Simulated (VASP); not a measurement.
# Mo2Se3 (P-6m2) in VASP: single point with PBE

Aim: the single point of Mo2Se3 with PBE.

Everything below comes from runs of VASP 6.6.1. Logs are shortened: lines on timing, memory, paths and dates and some standing lists are left out, and cuts for length are marked.

### Step 1. The cell of the first run

Symmetry: P-6m2, No. 187, hexagonal system. Conventional cell: a = 3.324 Å, b = 3.324 Å, c = 11.538 Å, α = 90.00°, β = 90.00°, γ = 120.00°. Within 3.4 Å of Mo (site symmetry 3m) lie 6 Se at 2.53 to 2.63 Å and 6 Mo at 3.32 Å. Within 3.5 Å of Se (site symmetry 3m) lie 3 Mo at 2.53 Å and 7 Se at 3.32 to 3.45 Å. Se (site symmetry -6m2) has 6 Mo at 2.63 Å and 8 Se at 3.32 to 3.45 Å within 3.5 Å.

### Step 2. Single point, PBE, collinear spin

File INCAR:

```
SYSTEM = Mo2Se3
PREC = Accurate ; ENCUT = 520
EDIFF = 1E-7 ; ISMEAR = 0
SIGMA = 0.1 ; LREAL = .False.
LASPH = .True. ; NELM = 150
ALGO = Normal ; ISIF = 2
LWAVE = .False. ; LCHARG = .False.
ISPIN = 2 ; MAGMOM = 0.17 0.17 0 0 0
LORBIT = 11 ; LMAXMIX = 4
GGA = PE ; NBANDS = 35
```

File KPOINTS:

```
Automatic mesh
0
Gamma
  12 12 4
  0 0 0
```

File POSCAR:

```
Mo2Se3
1.0
    3.3241797276      0.0000000000      0.0000000000
   -1.6620898638      2.8788240909      0.0000000000
    0.0000000000      0.0000000000     11.5383796755
Mo Se
2 3
Direct
    0.3333333333      0.6666666667      0.1563230971
    0.3333333333      0.6666666667      0.8436769029
    0.0000000000      0.0000000000      0.2988258480
    0.0000000000      0.0000000000      0.7011741520
    0.0000000000      0.0000000000      0.0000000000
```

Potentials or basis: VASP PAW PBE potentials, release 64 (Mo_sv, Se).

Started as:

```sh
$ cat potpaw_PBE.64/Mo_sv/POTCAR potpaw_PBE.64/Se/POTCAR > POTCAR
$ mpirun -np 1 vasp_std > vasp.out
```

OUTCAR:

```text
SYSTEM = Mo2Se3
   PREC = Accurate
   ENCUT = 520
   EDIFF = 1E-7
   ISMEAR = 0
   LREAL = .False.
   LASPH = .True.
   NELM = 150
   ISIF = 2
   ISPIN = 2
   LORBIT = 11
   GGA = PE

 ion  position               nearest neighbor table
   1  0.333  0.667  0.156-   3 2.53   3 2.53   3 2.53   5 2.63   5 2.63   5 2.63
   2  0.333  0.667  0.844-   4 2.53   4 2.53   4 2.53   5 2.63   5 2.63   5 2.63
   3  0.000  0.000  0.299-   1 2.53   1 2.53   1 2.53
   4  0.000  0.000  0.701-   2 2.53   2 2.53   2 2.53
   5  0.000  0.000  0.000-   1 2.63   2 2.63   1 2.63   2 2.63   1 2.63   2 2.63

  LATTYP: Found a hexagonal cell.
 ALAT       =     3.3241797276
 C/A-ratio  =     3.4710456777

  Lattice vectors:

 A1 = (   3.3241797276,   0.0000000000,   0.0000000000)
 A2 = (  -1.6620898638,   2.8788240909,   0.0000000000)
 A3 = (   0.0000000000,   0.0000000000,  11.5383796755)

Analysis of symmetry for initial positions (statically):
=====================================================================
 Subroutine PRICEL returns:
 Original cell was already a primitive cell.

 Routine SETGRP: Setting up the symmetry group for a
 hexagonal supercell.

 Subroutine GETGRP returns: Found 12 space group operations
 (whereof 12 operations were pure point group operations)
 out of a pool of 24 trial point group operations.

The static configuration has the point symmetry D_3h.

Analysis of symmetry for dynamics (positions and initial velocities):
=====================================================================
 Subroutine PRICEL returns:
 Original cell was already a primitive cell.

 Routine SETGRP: Setting up the symmetry group for a
 hexagonal supercell.

 Subroutine GETGRP returns: Found 12 space group operations
 (whereof 12 operations were pure point group operations)
 out of a pool of 24 trial point group operations.

The dynamic configuration has the point symmetry D_3h.

Analysis of structural, dynamic, and magnetic symmetry:
=====================================================================
 Subroutine PRICEL returns:
 Original cell was already a primitive cell.

 Routine SETGRP: Setting up the symmetry group for a
 hexagonal supercell.

 Subroutine GETGRP returns: Found 12 space group operations
 (whereof 12 operations were pure point group operations)
 out of a pool of 24 trial point group operations.

The overall configuration has the point symmetry D_3h.

 Subroutine INISYM returns: Found 12 space group operations
 (whereof 12 operations are pure point group operations),
 and found     1 'primitive' translations

----------------------------------------------------------------------------------------

                                     Primitive cell

  volume of cell :     110.4192

  direct lattice vectors                    reciprocal lattice vectors
     3.324179728  0.000000000  0.000000000     0.300826093  0.173682026  0.000000000
    -1.662089864  2.878824091  0.000000000     0.000000000  0.347364052  0.000000000
     0.000000000  0.000000000 11.538379675     0.000000000  0.000000000  0.086667282

  length of vectors
     3.324179728  3.324179728 11.538379675     0.347364052  0.347364052  0.086667282

  position of ions in fractional coordinates (direct lattice)
     0.333333333  0.666666667  0.156323097
     0.333333333  0.666666667  0.843676903
     0.000000000  0.000000000  0.298825848
     0.000000000  0.000000000  0.701174152
     0.000000000  0.000000000  0.000000000

  ion indices of the primitive-cell ions
   primitive index   ion index
                 1           1
                 2           2
                 3           3
                 4           4
                 5           5

----------------------------------------------------------------------------------------

 KPOINTS: Automatic mesh

Automatic generation of k-mesh.
 Grid dimensions read from file:
 generate k-points for:   12   12    4

 Generating k-lattice:

  Cartesian coordinates                     Fractional coordinates (reciprocal lattice)
     0.025068841  0.014473502  0.000000000     0.083333333  0.000000000  0.000000000
     0.000000000  0.028947004  0.000000000     0.000000000  0.083333333  0.000000000
     0.000000000  0.000000000  0.021666820     0.000000000  0.000000000  0.250000000

  Length of vectors
     0.028947004  0.028947004  0.021666820

  Shift w.r.t. Gamma in fractional coordinates (k-lattice)
     0.000000000  0.000000000  0.000000000

 Subroutine IBZKPT returns following result:
 ===========================================

 Found     57 irreducible k-points:

 Following reciprocal coordinates:
            Coordinates               Weight
  0.000000  0.000000  0.000000      1.000000
  0.083333  0.000000  0.000000      6.000000
  0.166667 -0.000000  0.000000      6.000000
  0.250000  0.000000  0.000000      6.000000
  0.333333  0.000000  0.000000      6.000000
  0.416667  0.000000  0.000000      6.000000
[... 16 lines left out ...]
  0.250000  0.000000  0.250000     12.000000
  0.333333  0.000000  0.250000     12.000000
 [... further k-points ...]
   k-points           NKPTS =     57   k-points in BZ     NKDIM =     57   number of bands    NBANDS=     35
   number of dos      NEDOS =    301   number of ions     NIONS =      5
   total plane-waves  NPLWV =  70560
   dimension x,y,z NGX =    28 NGY =   28 NGZ =   90
   dimension x,y,z NGXF=    56 NGYF=   56 NGZF=  180
   ions per type =               2   3
   NGX,Y,Z   is equivalent  to a cutoff of  14.00, 14.00, 12.97 a.u.
   NGXF,Y,Z  is equivalent  to a cutoff of  28.01, 28.01, 25.93 a.u.
 SYSTEM =  Mo2Se3
   PREC   = accura    normal or accurate (medium, high low for compatibility)
   ISTART =      0    job   : 0-new  1-cont  2-samecut
   ICHARG =      2    charge: 1-file 2-atom 10-const
   ISPIN  =      2    spin polarized calculation?
   LNONCOLLINEAR =      F non collinear calculations
   LSORBIT =      F    spin-orbit coupling
   LASPH  =      T    aspherical Exc in radial PAW
   ENCUT  =  520.0 eV  38.22 Ry    6.18 a.u.   6.18  6.18 21.45*2*pi/ulx,y,z
   NELM   =    150;   NELMIN=  2; NELMDL= -5     # of ELM steps
   EDIFF  = 0.1E-06   stopping-criterion for ELM
   LREAL  =      F    real-space projection
   EDIFFG = 0.1E-05   stopping-criterion for IOM
   NSW    =      0    number of steps for IOM
   IBRION =     -1    ionic relax: 0-MD 1-quasi-New 2-CG
   NFREE  =      0    steps in history (QN), initial steepest desc. (CG)
   ISIF   =      2    stress and relaxation
   ISYM   =      2    0-nonsym 1-usesym 2-fastsym
   POTIM  = 0.5000    time-step for ionic-motion
   TEBEG  =    0.0;   TEEND  =   0.0 temperature during run
   PSTRESS=    0.0 pullay stress
   NELECT =      46.0000    total number of electrons
   NUPDOWN=      -1.0000    fix difference up-down
   EMIN   =  10.00;   EMAX   =-10.00  energy-range for DOS
   EFERMI =   0.00;   METHOD = LEGACY
   ISMEAR =     0;   SIGMA  =   0.10  broadening in eV -4-tet -1-fermi 0-gaus
   EFERMI_NEDOS =   21; number of points for ismear=-14 and -15
   IALGO  =     38    algorithm
   IMIX   =      4    mixing-type and parameters
     AMIX     =   0.40;   BMIX     =  1.00
     AMIX_MAG =   1.60;   BMIX_MAG =  1.00
  volume/ion in A,a.u.               =      22.08       149.03
  Fermi-wavevector in a.u.,A,eV,Ry     =   1.222679  2.310529 20.339963  1.494945
  Thomas-Fermi vector in A             =   2.357818
   LORBIT       =     11    0 simple, 1 ext, 2 COOP (PROOUT), +10 PAW based schemes
   GGA     = PE    functional components
   LHFCALC =     F    Hartree Fock is set to
   AEXX    =    0.0000 exact exchange contribution
   IVDW    =     0    specifies the selected vdW correction
   LEPSILON=     F    determine dielectric tensor
   LRPA    =     F    only Hartree local field effects (RPA)
 spin polarized calculation
 Gauss-broadening in eV      SIGMA  =   0.10
  energy-cutoff  :      520.00
  volume of cell :      110.42
 maximum number of plane-waves:      3006
 NGX is ok and might be reduce to    28
   NGX = 13   NGY = 13   NGZ = 43

 number of electron      45.9999999 magnetization       0.0015093

 Free energy of the ion-electron system (eV)
  ---------------------------------------------------
  ext. energy  EPLUGINS =         0.00000000
  ---------------------------------------------------
  free energy    TOTEN  =       -33.94500494 eV

  energy without entropy =      -33.92447214  energy(sigma->0) =      -33.93473854

 E-fermi :   6.6037     XC(G=0): -10.0080

 val. band max:        6.5983110937   @ k =   0.3333   0.2500   0.0000
 cond. band min:       6.6056269262   @ k =   0.2500   0.2500   0.5000
 fundamental gap:      0.0073158325
 Fermi energy:         6.6036525566

 spin component 1

 k-point     1 :       0.0000    0.0000    0.0000
  band No.  band energies     occupation
      1     -55.2080      1.00000
      2     -55.2060      1.00000
      3     -29.4634      1.00000
      4     -29.4157      1.00000
      5     -29.1770      1.00000
      6     -29.1770      1.00000
[... 27 lines left out ...]
     34      13.2900      0.00000
     35      15.1006      0.00000

 k-point     2 :       0.0833    0.0000    0.0000
  band No.  band energies     occupation
      1     -55.2066      1.00000
      2     -55.2046      1.00000
      3     -29.4599      1.00000
      4     -29.4127      1.00000
      5     -29.1932      1.00000
      6     -29.1893      1.00000
[... 27 lines left out ...]
     34      13.8081      0.00000
     35      14.4462      0.00000
[... 796 lines left out ...]
     34      13.7403      0.00000
     35      14.2212      0.00000

 k-point    24 :       0.3333    0.0000    0.2500
  band No.  band energies     occupation
      1     -55.1923      1.00000
      2     -55.1904      1.00000
      3     -29.4239      1.00000
      4     -29.3829      1.00000
      5     -29.3557      1.00000
      6     -29.3480      1.00000
[... 27 lines left out ...]
     34      13.4600      0.00000
     35      13.7631      0.00000

 [... further k-points ...]

 spin component 2

 k-point     1 :       0.0000    0.0000    0.0000
  band No.  band energies     occupation
      1     -55.2077      1.00000
      2     -55.2057      1.00000
      3     -29.4632      1.00000
      4     -29.4154      1.00000
      5     -29.1767      1.00000
      6     -29.1767      1.00000
[... 27 lines left out ...]
     34      13.2903      0.00000
     35      15.1009      0.00000

 k-point     2 :       0.0833    0.0000    0.0000
  band No.  band energies     occupation
      1     -55.2063      1.00000
      2     -55.2043      1.00000
      3     -29.4596      1.00000
      4     -29.4124      1.00000
      5     -29.1929      1.00000
      6     -29.1890      1.00000
[... 27 lines left out ...]
     34      13.8083      0.00000
     35      14.4465      0.00000
[... 796 lines left out ...]
     34      13.7406      0.00000
     35      14.2214      0.00000

 k-point    24 :       0.3333    0.0000    0.2500
  band No.  band energies     occupation
      1     -55.1920      1.00000
      2     -55.1901      1.00000
      3     -29.4236      1.00000
      4     -29.3826      1.00000
      5     -29.3554      1.00000
      6     -29.3476      1.00000
[... 27 lines left out ...]
     34      13.4602      0.00000
     35      13.7633      0.00000

 [... further k-points ...]

------------------------ aborting loop because EDIFF is reached ----------------------------------------

  FORCE on cell =-STRESS in cart. coord.  units (eV):
  Direction    XX          YY          ZZ          XY          YZ          ZX
  --------------------------------------------------------------------------------------
  -------------------------------------------------------------------------------------
  Total        0.1480063      0.1480063      0.1622160      0.0000000     -0.0000000      0.0000000
  in kB        2.1475657      2.1475657      2.3537468      0.0000000     -0.0000000      0.0000000
  external PRESSURE =       2.2162928 kB  Pullay stress =       0.0000000 kB

 VOLUME and BASIS-vectors are now :
 -----------------------------------------------------------------------------
  energy-cutoff  :      520.00
  volume of cell :      110.42
      direct lattice vectors                 reciprocal lattice vectors
     3.324179728  0.000000000  0.000000000     0.300826093  0.173682026  0.000000000
    -1.662089864  2.878824091  0.000000000     0.000000000  0.347364052  0.000000000
     0.000000000  0.000000000 11.538379675     0.000000000  0.000000000  0.086667282

 POSITION                                       TOTAL-FORCE (eV/Angst)
 -----------------------------------------------------------------------------------
     -0.00000      1.91922      1.80372         0.000000     -0.000000     -0.003855
     -0.00000      1.91922      9.73466         0.000000     -0.000000      0.003855
      0.00000      0.00000      3.44797        -0.000000      0.000000      0.027592
      0.00000      0.00000      8.09041        -0.000000      0.000000     -0.027592
      0.00000      0.00000      0.00000        -0.000000      0.000000      0.000000
 -----------------------------------------------------------------------------------
    total drift:                                0.000000     -0.000000     -0.000000

  FREE ENERGIE OF THE ION-ELECTRON SYSTEM (eV)
  ---------------------------------------------------
  free  energy   TOTEN  =       -33.9450049368 eV

  energy  without entropy=      -33.9244721392  energy(sigma->0) =      -33.93473854

 total charge

# of ion       s       p       d       tot
------------------------------------------
    1        2.248   6.148   3.978  12.374
    2        2.248   6.148   3.978  12.374
    3        1.477   2.316   0.065   3.858
    4        1.477   2.316   0.065   3.858
    5        1.434   2.374   0.118   3.926
--------------------------------------------------
tot          8.883  19.304   8.203  36.390

 magnetization (x)

# of ion       s       p       d       tot
------------------------------------------
    1        0.000   0.000   0.000   0.000
    2        0.000   0.000   0.000   0.000
    3       -0.000  -0.000   0.000  -0.000
    4       -0.000  -0.000   0.000  -0.000
    5        0.000  -0.000   0.000   0.000
--------------------------------------------------
tot          0.000  -0.000   0.001   0.001
```

Wall time 9.2 min (1 thread of Intel Xeon 8259CL, shared host); peak memory 0.48 GiB.

What came out:

```
Free energy                                           : -33.9450 eV
Pressure                                              : 0.2 GPa
Largest force                                         : 0.028 eV/Å
Band gap on the k mesh                                : zero (filled and empty bands overlap)
Net moment                                            : 0.00 μB per cell
Valence electrons inside the program's atomic spheres : Mo 12.37; Se 3.86, 3.93 (each value once)
```

Forces in eV/Å, atoms in the order of the input:
```
Mo   0.000  0.000 -0.004
Mo   0.000  0.000  0.004
Se   0.000  0.000  0.028
Se   0.000  0.000 -0.028
Se   0.000  0.000  0.000
```

Caveat: this functional lacks dispersion, which binds layers or chains, so the pressure and a relaxed spacing across them are unreliable.
